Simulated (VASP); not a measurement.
Input of a VASP 6.6.1 run:

File INCAR:

```
SYSTEM = ZrS2
PREC     = Accurate       ! precision mode
ENCUT    = 500            ! plane-wave cutoff, eV
EDIFF    = 1E-6           ! SCF threshold, eV
ISMEAR   = 0              ! smearing method
SIGMA    = 0.01           ! smearing width, eV
LREAL    = .False.        ! projectors in reciprocal space
LASPH    = .True.         ! aspherical terms in the spheres
NELM     = 120            ! most SCF steps
ALGO     = Normal         ! electronic algorithm
ISIF     = 2              ! what is computed and relaxed
LWAVE    = .False.        ! write WAVECAR
LCHARG   = .False.        ! write CHGCAR
GGA      = PE             ! functional
NBANDS   = 19             ! bands
GGA_COMPAT= .False.
```

Contents of KPOINTS:

```
regular mesh
0
Gamma
  6 6 4
  0 0 0
```

Contents of POSCAR:

```
ZrS2
1.0
    3.6913825498      0.0000000000      0.0000000000
   -1.8456912749      3.1968310632      0.0000000000
    0.0000000000      0.0000000000      6.0410770100
Zr S
1 2
Direct
    0.0000000000      0.0000000000      0.0000000000
    0.6666666667      0.3333333333      0.7620900300
    0.3333333333      0.6666666667      0.2379099700
```

Potentials or basis: VASP PAW PBE potentials, release 64 (Zr_sv, S).

Run with:

```bash
$ cat potpaw_PBE.64/Zr_sv/POTCAR potpaw_PBE.64/S/POTCAR > POTCAR
$ mpirun -np 1 vasp_std > vasp.out
```

(1) Predict the largest force.

(2) Predict the band gap on the k mesh.

(3) Predict the pressure.

Results:

(1) 0.045 eV/Å.

(2) 1.07 eV (least direct gap 1.64 eV).

(3) 0.5 GPa.

Caveat: this functional lacks dispersion, which binds the layers, so the pressure and a relaxed spacing across them are unreliable.
